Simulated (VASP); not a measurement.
# Al2O3 (P-3m1) in VASP: relaxation of cell and atoms with r2SCAN

Aim: the relaxation of cell and atoms of Al2O3 with r2SCAN.

Everything below comes from runs of VASP 6.6.1. Logs are shortened: lines on timing, memory, paths and dates and some standing lists are left out, and cuts for length are marked.

## Step 1: The cell of the first run

The structure is trigonal, space group P-3m1 (No. 164). Conventional cell: a = 3.017 Å, b = 3.017 Å, c = 7.575 Å, α = 90.00°, β = 90.00°, γ = 120.00°. Within 2.2 Å of Al (site symmetry 3m) lie 4 O at 1.68 to 1.84 Å. O (site symmetry 3m) has 3 Al at 1.84 Å within 2.4 Å. O (site symmetry -3m) has 2 Al at 1.68 Å within 2.2 Å.

## Step 2: Relaxation of cell and atoms, r2SCAN

File POSCAR:

```
Al2O3
1.0
    3.0174830000      0.0000000000      0.0000000000
   -1.5087410000      2.6132170000      0.0000000000
    0.0000000000      0.0000000000      7.5746360000
Al O
2 3
Direct
    0.0000000000      0.0000000000      0.2779510000
    0.0000000000      0.0000000000      0.7220490000
    0.3333333333      0.6666666667      0.1994540000
    0.6666666667      0.3333333333      0.8005460000
    0.0000000000      0.0000000000      0.5000000000
```

File INCAR.step1:

```
PREC = Accurate
ENCUT = 600
ISMEAR = 0
SIGMA = 0.01
LREAL = F
LASPH = T
NELM = 80
GGA = PE
ALGO = Normal
EDIFF = 1E-4
LWAVE = T
LCHARG = F
```

File INCAR.step2:

```
PREC = Accurate
ENCUT = 600
EDIFF = 1E-6
ISMEAR = 0
SIGMA = 0.01
LREAL = F
LASPH = T
NELM = 80
ALGO = Normal
ISIF = 3
LWAVE = F
LCHARG = F
METAGGA = R2SCAN
LMIXTAU = T
IBRION = 2
NSW = 60
EDIFFG = -0.01
ISTART = 1
```

File KPOINTS:

```
Automatic mesh
0
Gamma
  7 7 3
```

Potentials or basis: VASP PAW PBE potentials, release 64 (Al, O).

Launch:

```console
> cat potpaw_PBE.64/Al/POTCAR potpaw_PBE.64/O/POTCAR > POTCAR
> cp INCAR.step1 INCAR
> mpirun -np 1 vasp_std > vasp.out
> cp INCAR.step2 INCAR
> mpirun -np 1 vasp_std > vasp.out
```

OUTCAR:

```text
PREC = Accurate
   ENCUT = 600
   EDIFF = 1E-6
   ISMEAR = 0
   LREAL = F
   LASPH = T
   NELM = 80
   ISIF = 3
   METAGGA = R2SCAN
   IBRION = 2
   NSW = 60
   EDIFFG = -0.01
   ISTART = 1

 ion  position               nearest neighbor table
   1  0.000  0.000  0.278-   5 1.68   3 1.84   3 1.84   3 1.84   2 3.36
   2  0.000  0.000  0.722-   5 1.68   4 1.84   4 1.84   4 1.84   1 3.36
   3  0.333  0.667  0.199-   1 1.84   1 1.84   1 1.84
   4  0.667  0.333  0.801-   2 1.84   2 1.84   2 1.84
   5  0.000  0.000  0.500-   1 1.68   2 1.68

  LATTYP: Found a hexagonal cell.
 ALAT       =     3.0174830000
 C/A-ratio  =     2.5102497678

  Lattice vectors:

 A1 = (   3.0174830000,   0.0000000000,   0.0000000000)
 A2 = (  -1.5087410000,   2.6132170000,   0.0000000000)
 A3 = (   0.0000000000,   0.0000000000,   7.5746360000)

Analysis of symmetry for initial positions (statically):
=====================================================================
 Subroutine PRICEL returns:
 Original cell was already a primitive cell.

 Routine SETGRP: Setting up the symmetry group for a
 hexagonal supercell.

 Subroutine GETGRP returns: Found 12 space group operations
 (whereof 12 operations were pure point group operations)
 out of a pool of 24 trial point group operations.

The static configuration has the point symmetry D_3d.

Analysis of symmetry for dynamics (positions and initial velocities):
=====================================================================
 Subroutine PRICEL returns:
 Original cell was already a primitive cell.

 Routine SETGRP: Setting up the symmetry group for a
 hexagonal supercell.

 Subroutine GETGRP returns: Found 12 space group operations
 (whereof 12 operations were pure point group operations)
 out of a pool of 24 trial point group operations.

The dynamic configuration has the point symmetry D_3d.

 Subroutine INISYM returns: Found 12 space group operations
 (whereof 12 operations are pure point group operations),
 and found     1 'primitive' translations

----------------------------------------------------------------------------------------

                                     Primitive cell

  volume of cell :      59.7286

  direct lattice vectors                    reciprocal lattice vectors
     3.017483000  0.000000000  0.000000000     0.331402033  0.191334985  0.000000000
    -1.508741000  2.613217000  0.000000000     0.000000000  0.382670096  0.000000000
     0.000000000  0.000000000  7.574636000     0.000000000  0.000000000  0.132019545

  length of vectors
     3.017483000  3.017482808  7.574636000     0.382670072  0.382670096  0.132019545

  position of ions in fractional coordinates (direct lattice)
     0.000000000  0.000000000  0.277951000
     0.000000000  0.000000000  0.722049000
     0.333333333  0.666666667  0.199454000
     0.666666667  0.333333333  0.800546000
     0.000000000  0.000000000  0.500000000

  ion indices of the primitive-cell ions
   primitive index   ion index
                 1           1
                 2           2
                 3           3
                 4           4
                 5           5

----------------------------------------------------------------------------------------

 KPOINTS: Automatic mesh

Automatic generation of k-mesh.
 Grid dimensions read from file:
 generate k-points for:    7    7    3

 Generating k-lattice:

  Cartesian coordinates                     Fractional coordinates (reciprocal lattice)
     0.047343148  0.027333569  0.000000000     0.142857143  0.000000000  0.000000000
     0.000000000  0.054667157  0.000000000     0.000000000  0.142857143  0.000000000
     0.000000000  0.000000000  0.044006515     0.000000000  0.000000000  0.333333333

  Length of vectors
     0.054667153  0.054667157  0.044006515

  Shift w.r.t. Gamma in fractional coordinates (k-lattice)
     0.000000000  0.000000000  0.000000000

 Subroutine IBZKPT returns following result:
 ===========================================

 Found     20 irreducible k-points:

 Following reciprocal coordinates:
            Coordinates               Weight
  0.000000  0.000000  0.000000      1.000000
  0.142857  0.000000  0.000000      6.000000
  0.285714  0.000000  0.000000      6.000000
  0.428571  0.000000  0.000000      6.000000
  0.142857  0.142857  0.000000      6.000000
  0.285714  0.142857  0.000000     12.000000
[... 12 lines left out ...]
  0.428571  0.142857  0.333333     12.000000
  0.285714  0.285714  0.333333     12.000000
   k-points           NKPTS =     20   k-points in BZ     NKDIM =     20   number of bands    NBANDS=     16
   number of dos      NEDOS =    301   number of ions     NIONS =      5
   total plane-waves  NPLWV =  36864
   dimension x,y,z NGX =    24 NGY =   24 NGZ =   64
   dimension x,y,z NGXF=    48 NGYF=   48 NGZF=  128
   ions per type =               2   3
   NGX,Y,Z   is equivalent  to a cutoff of  13.22, 13.22, 14.05 a.u.
   NGXF,Y,Z  is equivalent  to a cutoff of  26.45, 26.45, 28.09 a.u.
 SYSTEM =  unknown system
   PREC   = accura    normal or accurate (medium, high low for compatibility)
   ISTART =      1    job   : 0-new  1-cont  2-samecut
   ICHARG =      0    charge: 1-file 2-atom 10-const
   ISPIN  =      1    spin polarized calculation?
   LNONCOLLINEAR =      F non collinear calculations
   LSORBIT =      F    spin-orbit coupling
   LASPH  =      T    aspherical Exc in radial PAW
   ENCUT  =  600.0 eV  44.10 Ry    6.64 a.u.   6.03  6.03 15.13*2*pi/ulx,y,z
   NELM   =     80;   NELMIN=  2; NELMDL=  0     # of ELM steps
   EDIFF  = 0.1E-05   stopping-criterion for ELM
   LREAL  =      F    real-space projection
   EDIFFG = -.1E-01   stopping-criterion for IOM
   NSW    =     60    number of steps for IOM
   IBRION =      2    ionic relax: 0-MD 1-quasi-New 2-CG
   NFREE  =      1    steps in history (QN), initial steepest desc. (CG)
   ISIF   =      3    stress and relaxation
   ISYM   =      2    0-nonsym 1-usesym 2-fastsym
   POTIM  = 0.5000    time-step for ionic-motion
   TEBEG  =    0.0;   TEEND  =   0.0 temperature during run
   PSTRESS=    0.0 pullay stress
   NELECT =      24.0000    total number of electrons
   NUPDOWN=      -1.0000    fix difference up-down
   EMIN   =  10.00;   EMAX   =-10.00  energy-range for DOS
   EFERMI =   0.00;   METHOD = LEGACY
   ISMEAR =     0;   SIGMA  =   0.01  broadening in eV -4-tet -1-fermi 0-gaus
   EFERMI_NEDOS =   21; number of points for ismear=-14 and -15
   IALGO  =     38    algorithm
   IMIX   =      4    mixing-type and parameters
     AMIX     =   0.40;   BMIX     =  1.00
     AMIX_MAG =   1.60;   BMIX_MAG =  1.00
  volume/ion in A,a.u.               =      11.95        80.61
  Fermi-wavevector in a.u.,A,eV,Ry     =   1.208049  2.282882 19.856103  1.459382
  Thomas-Fermi vector in A             =   2.343668
   LORBIT       =      0    0 simple, 1 ext, 2 COOP (PROOUT), +10 PAW based schemes
   METAGGA = R2SCAN    functional components
   LHFCALC =     F    Hartree Fock is set to
   AEXX    =    0.0000 exact exchange contribution
   IVDW    =     0    specifies the selected vdW correction
   LEPSILON=     F    determine dielectric tensor
   LRPA    =     F    only Hartree local field effects (RPA)
 conjugate gradient relaxation of ions
 non-spin polarized calculation
 Gauss-broadening in eV      SIGMA  =   0.01
  energy-cutoff  :      600.00
  volume of cell :       59.73
 maximum number of plane-waves:      2016
   NGX = 13   NGY = 13   NGZ = 31

--------------------------------------- Ionic step        1  -------------------------------------------

 number of electron      24.0000008 magnetization

 Free energy of the ion-electron system (eV)
  ---------------------------------------------------
  ext. energy  EPLUGINS =         0.00000000
  ---------------------------------------------------
  free energy    TOTEN  =       -46.62559801 eV

  energy without entropy =      -46.62559801  energy(sigma->0) =      -46.62559801

------------------------ aborting loop because EDIFF is reached ----------------------------------------

  FORCE on cell =-STRESS in cart. coord.  units (eV):
  Direction    XX          YY          ZZ          XY          YZ          ZX
  --------------------------------------------------------------------------------------
  -------------------------------------------------------------------------------------
  Total       -2.1181332     -2.1181333     -2.2620141     -0.0000004      0.0000000      0.0000000
  in kB      -56.8174544    -56.8174573    -60.6769601     -0.0000109      0.0000000      0.0000000
  external PRESSURE =     -58.1039573 kB  Pullay stress =       0.0000000 kB

 VOLUME and BASIS-vectors are now :
 -----------------------------------------------------------------------------
  energy-cutoff  :      600.00
  volume of cell :       59.73
      direct lattice vectors                 reciprocal lattice vectors
     3.017483000  0.000000000  0.000000000     0.331402033  0.191334985  0.000000000
    -1.508741000  2.613217000  0.000000000     0.000000000  0.382670096  0.000000000
     0.000000000  0.000000000  7.574636000     0.000000000  0.000000000  0.132019545

 POSITION                                       TOTAL-FORCE (eV/Angst)
 -----------------------------------------------------------------------------------
      0.00000      0.00000      2.10538        -0.000000      0.000000      0.098746
      0.00000      0.00000      5.46926         0.000000     -0.000000     -0.098746
      0.00000      1.74214      1.51079        -0.000000      0.000000      0.415270
      1.50874      0.87107      6.06384         0.000000      0.000000     -0.415270
      0.00000      0.00000      3.78732         0.000000      0.000000      0.000000
 -----------------------------------------------------------------------------------
    total drift:                                0.000000      0.000000     -0.000000

  FREE ENERGIE OF THE ION-ELECTRON SYSTEM (eV)
  ---------------------------------------------------
  free  energy   TOTEN  =       -46.6255980101 eV
[... 182 lines left out ...]
 POSITION                                       TOTAL-FORCE (eV/Angst)
 -----------------------------------------------------------------------------------
      0.00000      0.00000      2.08455        -0.000000      0.000000      0.009331
      0.00000      0.00000      5.41695        -0.000000     -0.000000     -0.009331
      0.00000      1.72309      1.50658        -0.000000     -0.000000     -0.012776
      1.49224      0.86154      5.99492         0.000000      0.000000      0.012776
      0.00000      0.00000      3.75075        -0.000000      0.000000      0.000000
 -----------------------------------------------------------------------------------
    total drift:                                0.000000     -0.000000     -0.000000

  FREE ENERGIE OF THE ION-ELECTRON SYSTEM (eV)
  ---------------------------------------------------
  free  energy   TOTEN  =       -46.6650084711 eV

  energy  without entropy=      -46.6650084711  energy(sigma->0) =      -46.66500847

--------------------------------------- Ionic step        7  -------------------------------------------

 number of electron      24.0000008 magnetization

 Free energy of the ion-electron system (eV)
  ---------------------------------------------------
  ext. energy  EPLUGINS =         0.00000000
  ---------------------------------------------------
  free energy    TOTEN  =       -46.66503910 eV

  energy without entropy =      -46.66503910  energy(sigma->0) =      -46.66503910

 E-fermi :   3.9130     XC(G=0): -10.2945

 val. band max:        3.8055141225   @ k =   0.0000   0.0000   0.0000
 cond. band min:       6.9285922349   @ k =   0.0000   0.0000   0.0000
 fundamental gap:      3.1230781124
 Fermi energy:         3.9130473765

 k-point     1 :       0.0000    0.0000    0.0000
  band No.  band energies     occupation
      1     -17.1191      2.00000
      2     -16.9274      2.00000
      3     -14.1541      2.00000
      4      -2.2282      2.00000
      5      -0.9949      2.00000
      6      -0.2083      2.00000
[... 8 lines left out ...]
     15      12.0412      0.00000
     16      15.3588      0.00000

 k-point     2 :       0.1429    0.0000    0.0000
  band No.  band energies     occupation
      1     -16.9615      2.00000
      2     -16.7884      2.00000
      3     -14.0682      2.00000
      4      -2.1884      2.00000
      5      -1.0811      2.00000
      6      -0.7998      2.00000
[... 8 lines left out ...]
     15      12.0112      0.00000
     16      14.5260      0.00000
[... 353 lines left out ...]
 VOLUME and BASIS-vectors are now :
 -----------------------------------------------------------------------------
  energy-cutoff  :      600.00
  volume of cell :       57.85
      direct lattice vectors                 reciprocal lattice vectors
     2.983669446 -0.000000006 -0.000000000     0.335157771  0.193503361  0.000000000
    -1.491834234  2.583933604  0.000000000     0.000000001  0.387006849 -0.000000000
    -0.000000000  0.000000000  7.503042381     0.000000000 -0.000000000  0.133279268

 POSITION                                       TOTAL-FORCE (eV/Angst)
 -----------------------------------------------------------------------------------
     -1.49183      2.58393      2.08534         0.000000     -0.000000     -0.000329
     -0.00000      0.00000      5.41770        -0.000000      0.000000      0.000329
      0.00000      1.72262      1.50640         0.000000     -0.000000     -0.003119
      1.49183      0.86131      5.99664        -0.000000      0.000000      0.003119
      2.98367     -0.00000      3.75152        -0.000000     -0.000000      0.000000
 -----------------------------------------------------------------------------------
    total drift:                               -0.000000      0.000000     -0.000000

  FREE ENERGIE OF THE ION-ELECTRON SYSTEM (eV)
  ---------------------------------------------------
  free  energy   TOTEN  =       -46.6650390968 eV

  energy  without entropy=      -46.6650390968  energy(sigma->0) =      -46.66503910

 reached required accuracy - stopping structural energy minimisation
```

It took 8.2 min on 1 thread of AMD EPYC 7R43 (Zen 3), shared host; peak memory 0.17 GiB.

What came out:

```yaml
Free_energy: -46.6650 eV
Relaxed_volume: 11.57 Å³/atom
Relaxed_cell: a = 2.984 Å, b = 2.984 Å, c = 7.503 Å, α = 90.00°, β = 90.00°, γ = 120.00°
Space_group_after_relaxing_to_0.1_Å: P-3m1 (No. 164)
Energy_gained_by_relaxing: 7.9 meV/atom
Ionic_steps: 7
Pressure_after_relaxing: 0.0 GPa
Largest_force_after_relaxing: 0.003 eV/Å
Band_gap_on_the_k_mesh: 3.12 eV
```

Forces on the atoms (eV/Å):
```
Al   0.000  0.000  0.000
Al   0.000  0.000  0.000
O    0.000  0.000 -0.003
O    0.000  0.000  0.003
O    0.000  0.000  0.000
```

Step by step:
| step | energy change (eV) | largest force (eV/Å) | pressure (GPa) | volume (Å³) |
| --- | --- | --- | --- | --- |
| 1 | 0.0000 | 0.4153 | -5.81 | 59.73 |
| 2 | 0.0066 | 0.5822 | 6.99 | 56.06 |
| 3 | -0.0383 | 0.2109 | -0.05 | 57.92 |
| 4 | -0.0338 | 0.4967 | 0.05 | 57.73 |
| 5 | -0.0394 | 0.0141 | -0.04 | 57.86 |
| 6 | -0.0394 | 0.0128 | -0.04 | 57.86 |
| 7 | -0.0394 | 0.0031 | 0.00 | 57.85 |

Final structure:
```
CELL_PARAMETERS angstrom
2.98367 0.00000 0.00000
-1.49183 2.58393 0.00000
0.00000 0.00000 7.50304
ATOMIC_POSITIONS crystal
Al 0.00000 0.00000 0.27793
Al 0.00000 0.00000 0.72207
O 0.33333 0.66667 0.20077
O 0.66667 0.33333 0.79923
O 0.00000 0.00000 0.50000
```

Caveat: the PAW data sets were made with another functional, which shifts forces and pressure a little.
